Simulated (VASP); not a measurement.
A run of VASP 6.6.1:

Contents of INCAR:

```
PREC = Accurate
ENCUT = 410
EDIFF = 1E-6
ISMEAR = -1
SIGMA = 0.01
LREAL = Auto
LASPH = T
NELM = 200
ALGO = Normal
ISIF = 2
LWAVE = F
LCHARG = F
ISPIN = 2
MAGMOM = 0.01 0 0.01 0 0 0.02 0.02 0 0.01 0.02 0.01 0.02 0 0 0.02 0.02 0 0.01 0.01 0 0 0.03 0 0.01 0 0 0.03 0.03 0 0 0.16 0 0.02
LORBIT = 11
NUPDOWN = 1.0
GGA = PS
NBANDS = 250
GGA_COMPAT = F
```

KPOINTS

```
Automatic mesh
0
Gamma
  1 1 1
  0.25 0.25 0.25
```

POSCAR

```
Ge32H
1.0
   -5.6721686400      5.6721686400      5.6721686400
    5.6721686400     -5.6721686400      5.6721686400
    5.6721686400      5.6721686400     -5.6721686400
Ge H
32 1
Direct
    0.0049257200      0.0012302000      0.0036132100
   -0.0002874900      0.2505692600      0.7560020600
    0.0732662900      0.5001822700      0.5023991100
   -0.0001613400      0.7536929500      0.2530302800
    0.2492678500      0.0031033500      0.7518824200
    0.2506169800      0.2458001200      0.5024120600
    0.2508874100      0.5001985700      0.2479118300
    0.2491651300      0.7493671700      0.0052946600
    0.5037370800     -0.0008777800      0.5024248900
    0.5044060500      0.2531757400      0.2554957800
    0.5037599800      0.5000490600      0.0011625200
    0.5053123900      0.7546516800      0.7568565700
    0.7461503000     -0.0029920300      0.2488918800
    0.7462923800      0.2465036600     -0.0004162100
    0.7513895100      0.5000941300      0.7493076900
    0.7513473500      0.7469787700      0.5024060100
   -0.0014640600     -0.0001516700      0.7518239700
   -0.0030534400      0.2374408400      0.5024090500
   -0.0026593700      0.5001029000      0.2396989600
   -0.0014026900      0.7494928500      0.0023041200
    0.2543635900     -0.0021254700      0.5024342800
    0.2515609300      0.2523842600      0.2546144200
    0.2543715700      0.5000047100     -0.0000657600
    0.2599465500      0.7628115900      0.7651169200
    0.4985995800      0.0001478800      0.2518536700
    0.4987192200      0.2496553200      0.0025366000
    0.4993267200      0.5001682600      0.7502088600
    0.4993649100      0.7480008700      0.5024092800
    0.7567921600      0.0024435800      0.0048788100
    0.7491808400      0.2507141500      0.7530133100
    0.7617298300      0.4999860900      0.5024013300
    0.7491132600      0.7504473300      0.2529850200
    0.2383422200      0.4997521600      0.5025524500
```

Potentials or basis: VASP PAW PBE potentials, release 64 (Ge_d, H).

Launch:

```console
$ cat potpaw_PBE.64/Ge_d/POTCAR potpaw_PBE.64/H/POTCAR > POTCAR
$ mpirun -np 1 vasp_std > vasp.out
```

Hardware: 1 thread of Intel Xeon 8259CL, on a shared host.

Question: How long does it take, and how much memory?

Answer: It took 26 min on 1 thread of Intel Xeon 8259CL, on a shared host, peak memory 1 GiB. Counts: scf iterations 16, k points 1.
